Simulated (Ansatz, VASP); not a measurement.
# Si: VASP beside Ansatz

POSCAR

```
Si
1.0
    3.8321168108     -0.0360218980      0.0000000000
   -1.9472542842      3.3367214574      0.0000000000
    0.0000000000      0.0000000000      6.3412386841
Si
4
Direct
    0.3348863782      0.6667058650      0.0630614933
    0.6651136218      0.3332941350      0.5630614933
    0.3348863782      0.6667058650      0.4369385067
    0.6651136218      0.3332941350      0.9369385067
```

INCAR.step1

```
  ALGO = Normal
  EDIFF = 1E-4
  ENCUT = 520
  GGA = PE
  ISMEAR = 0
  LASPH = T
  LCHARG = F
  LREAL = F
  LWAVE = T
  NBANDS = 16
  NELM = 100
  PREC = Accurate
  SIGMA = 0.01
```

INCAR.step2

```
  ALGO = Normal
  EDIFF = 1E-7
  ENCUT = 520
  ISIF = 2
  ISMEAR = 0
  ISTART = 1
  LASPH = T
  LCHARG = F
  LMIXTAU = T
  LREAL = F
  LWAVE = F
  METAGGA = R2SCAN
  NBANDS = 16
  NELM = 100
  PREC = Accurate
  SIGMA = 0.01
```

The input KPOINTS:

```
k-points
0
Gamma
  12 12 4
```

Input for Ansatz:

```yaml
crystal:
  lattice:
    - [3.8321168108, -0.036021898, 0.0]
    - [-1.9472542842, 3.3367214574, 0.0]
    - [0.0, 0.0, 6.3412386841]
  atoms:
    - { symbol: Si, position: [0.3348863782, 0.666705865, 0.0630614933] }
    - { symbol: Si, position: [0.6651136218, 0.333294135, 0.5630614933] }
    - { symbol: Si, position: [0.3348863782, 0.666705865, 0.4369385067] }
    - { symbol: Si, position: [0.6651136218, 0.333294135, 0.9369385067] }
kpoints:
  mp_grid: { grid: [12, 12, 4] }
  band_path:
    path:
      - [0.0, 0.0, 0.0]
      - [0.5, 0.0, 0.0]
      - [0.3333333333, 0.3333333333, 0.0]
      - [0.0, 0.0, 0.5]
      - [0.5, 0.0, 0.5]
      - [0.3333333333, 0.3333333333, 0.5]
    npoints: 1
hamiltonian:
  xc: r2scan
scf:
  occupations: { method: fixed }
  n_extra_bands: 5
output:
  forces: true
  stress: true
  eigenvalues: true
```

Change from the starting cell: shear_xy strain -1.9%.

Alike in both runs: task single point; functional r2SCAN; k mesh 12 × 12 × 4; no spin polarisation.

|  | VASP | Ansatz |
| --- | --- | --- |
| version | VASP 6.6.1 | Ansatz 0.2.0 |
| potentials or method | VASP PAW PBE potentials, release 64 (Si) | plane waves, PAW |
| plane-wave cutoff (eV) | 520 | 500 |
| occupations | gaussian, width 0.01 eV | fixed |
| valence electrons in the cell | 16 | 16 |

Ansatz gave:

- gap on the k mesh at the Fermi level (eV): 0.39
- pressure (GPa): 0.0
- traceless stress, the component that is largest in VASP (GPa): 1.37

Question: What did VASP give for the same quantities?

Answer: gap on the k mesh at the Fermi level (eV): 0.40; pressure (GPa): -0.2; traceless stress, the component that is largest in VASP (GPa): 1.38.

VASP's potentials were made for PBE, not for r2SCAN.
